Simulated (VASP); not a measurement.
Write the native input for VASP 6.6.1 that does the following.

```yaml
Task: single point
Functional: PBEsol
Potentials_or_basis: VASP PAW PBE potentials, release 64 (Ti_sv, Al)
Cutoff: 520 eV
k_mesh: 15 × 15 × 6
Occupations: gaussian, width 0.15 eV
Spin: no spin polarisation
Dipole_correction: no
Further_INCAR_settings: ALGO = Fast; EDIFF = 1e-06; NBANDS = 28
```

The structure of Ti3Al lies in POSCAR:

```
Ti3Al
1.0
    2.8701969374      0.0000000000      0.0000000000
   -1.4350984687      2.4856634617      0.0000000000
    0.0000000000      0.0000000000      9.3000121166
Ti Al
3 1
Direct
    0.6666666667      0.3333333333      0.0000000000
    0.3333333333      0.6666666667      0.7402302947
    0.3333333333      0.6666666667      0.2597697053
    0.6666666667      0.3333333333      0.5000000000
```

This cell differs from its parent crystal: atoms shifted along a free coordinate, c/a of the conventional cell at fixed volume 3.2402.

These files were run (other wordings do the same):

INCAR

```
ALGO     = Fast           # electronic algorithm
EDIFF    = 1E-6           # SCF threshold, eV
ENCUT    = 520            # plane-wave cutoff, eV
GGA      = PS             # functional
ISIF     = 2              # what is computed and relaxed
ISMEAR   = 0              # smearing method
LASPH    = T              # aspherical terms in the spheres
LCHARG   = F              # write CHGCAR
LREAL    = F              # projectors in reciprocal space
LWAVE    = F              # write WAVECAR
NBANDS   = 28             # bands
NELM     = 80             # most SCF steps
PREC     = Accurate       # precision mode
SIGMA    = 0.15           # smearing width, eV
```

KPOINTS

```
k-points
0
Gamma
  15 15 6
```

Potentials or basis: VASP PAW PBE potentials, release 64 (Ti_sv, Al).

Launch:

```sh
$ cat potpaw_PBE.64/Ti_sv/POTCAR potpaw_PBE.64/Al/POTCAR > POTCAR
$ mpirun -np 1 vasp_std > vasp.out
```

Results of the run:

The pressure is -0.2 GPa. The largest force is 0.687 eV/Å. The band gap on the k mesh is zero (an odd number of electrons rules out a gap without spin polarisation).

Caveat: the PAW data sets were made with another functional, which shifts forces and pressure a little.

It took 4.6 min on 1 thread of Intel(R) Xeon(R) 6975P-C (Granite Rapids), with other jobs on the host, peak memory 0.31 GiB.
